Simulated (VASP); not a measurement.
NbIn2S3, 6 atoms in the cell. Symmetry: P6mm, No. 183, hexagonal system. Conventional cell: a = 6.027 Å, b = 6.027 Å, c = 4.452 Å, α = 90.00°, β = 90.00°, γ = 120.00°. Within 4.1 Å of Nb (site symmetry 6mm) lie 6 S at 3.14 Å and 6 In at 3.73 Å. Within 3.7 Å of In (site symmetry 3m) lie 6 S at 2.82 to 2.83 Å and 3 In at 3.48 Å. Within 3.7 Å of S (site symmetry 2mm) lie 4 In at 2.82 to 2.83 Å and 4 S at 3.01 Å and 2 Nb at 3.14 Å. 

| Property | Result |
| --- | --- |
| Program | VASP 6.6.1 |
| Task | single point |
| Functional | PBE |
| Potentials or basis | VASP PAW PBE potentials, release 64 (Nb_sv, In_d, S) |
| Cutoff | 500 eV |
| k mesh | 3 × 3 × 4 |
| Occupations | gaussian, width 0.1 eV |
| Spin | no spin polarisation |
| Dipole correction | no |
| Further INCAR settings | ALGO = Normal; EDIFF = 1e-06; NBANDS = 38 |

Potentials or basis: VASP PAW PBE potentials, release 64 (Nb_sv, In_d, S).

Command:

```sh
$ cat potpaw_PBE.64/Nb_sv/POTCAR potpaw_PBE.64/In_d/POTCAR potpaw_PBE.64/S/POTCAR > POTCAR
$ mpirun -np 1 vasp_std > vasp.out
```

Hardware: 1 thread of Intel(R) Xeon(R) 6975P-C (Granite Rapids) (shared host).

How long does it take, and how much memory?

Wall time 33 s on 1 thread of Intel(R) Xeon(R) 6975P-C (Granite Rapids), on a shared host, peak memory 0.27 GiB. Counts: scf iterations 18, k points 9.
